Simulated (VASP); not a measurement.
Write the native input for VASP 6.6.1 that does the following.

```
Task                   : relaxation of cell and atoms
Functional             : PBE
Potentials or basis    : VASP PAW PBE potentials, release 64 (Sn_d, Se)
Cutoff                 : 600 eV
k mesh                 : 8 × 8 × 16
Occupations            : gaussian, width 0.1 eV
Spin                   : no spin polarisation
Dipole correction      : no
Further INCAR settings : ALGO = Normal; EDIFF = 1e-06; IBRION = 2; EDIFFG = -0.01; NSW = 100; ISIF = 3
```

The structure of Sn2Se lies in POSCAR:

```
Sn2Se
1.0
    5.6658065933      0.0000000000      0.0000000000
    0.0000000000      5.6658065933      0.0000000000
    0.0000000000      0.0000000000      3.0147723066
Sn Se
2 1
Direct
    0.0000000000      0.5000000000      0.5000000000
    0.5000000000      0.0000000000      0.5000000000
    0.5000000000      0.5000000000      0.5000000000
```

The cell was built from a structure type or drawn by symmetry, and may not be a known phase.

These files were run (other wordings do the same):

INCAR

```
SYSTEM = Sn2Se
PREC = Accurate
ENCUT = 600
EDIFF = 1E-6
ISMEAR = 0
SIGMA = 0.1
LREAL = .FALSE.
LASPH = .TRUE.
NELM = 100
ALGO = Normal
ISIF = 3
LWAVE = .FALSE.
LCHARG = .FALSE.
GGA = PE
IBRION = 2
NSW = 100
EDIFFG = -0.01
```

KPOINTS

```
Automatic mesh
0
G
  8 8 16
  0 0 0
```

Potentials or basis: VASP PAW PBE potentials, release 64 (Sn_d, Se).

Run with:

```sh
$ cat potpaw_PBE.64/Sn_d/POTCAR potpaw_PBE.64/Se/POTCAR > POTCAR
$ mpirun -np 1 vasp_std > vasp.out
```

Results of the run:

```json
{"Relaxed volume": "33.75 Å³/atom", "Relaxed cell": "a = 5.756 Å, b = 5.756 Å, c = 3.056 Å, α = 90.00°, β = 90.00°, γ = 90.00°", "Space group after relaxing (to 0.1 Å)": "P4/mmm (No. 123)", "Energy gained by relaxing": "8.5 meV/atom", "Ionic steps": "5", "Pressure after relaxing": "0.0 GPa", "Band gap on the k mesh": "zero (bands 17 and 18 overlap by 2.86 eV)"}
```

Caveat: spin-orbit coupling is left out, which moves the levels of the heavy elements.

It took 5.7 min on 1 thread of Intel(R) Xeon(R) 6975P-C (Granite Rapids), with other jobs on the host, peak memory 0.49 GiB.
